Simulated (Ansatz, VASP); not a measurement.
**Mg3SiO in VASP and in Ansatz**

```
CELL_PARAMETERS angstrom
4.09823 0.00000 0.00000
0.00000 4.09823 0.00000
0.00000 0.00000 4.09823
ATOMIC_POSITIONS crystal
Si 0.00000 0.00000 0.00000
O 0.50000 0.50000 0.50000
Mg 0.50000 0.50000 0.00000
Mg 0.50000 0.00000 0.50000
Mg 0.00000 0.50000 0.50000
```

Alike in both runs: task single point; functional r2SCAN; k mesh 6 × 6 × 6; occupations fermi-dirac, width 0.02 eV; no spin polarisation.

|  | VASP | Ansatz |
| --- | --- | --- |
| version | VASP 6.6.1 | Ansatz 0.2.0 |
| potentials or method | VASP PAW PBE potentials, release 64 (Si, O, Mg) | plane waves, PAW |
| plane-wave cutoff (eV) | 520 | 500 |
| valence electrons in the cell | 16 | 40 |

```tsv
	VASP	Ansatz	Ansatz less VASP
pressure (GPa)	5.7	6.3	+0.61
```

VASP's potentials were made for PBE, not for r2SCAN. VASP's potentials hold 16 valence electrons a cell and Ansatz's 40, so a difference there can come from the potentials and not from the codes.
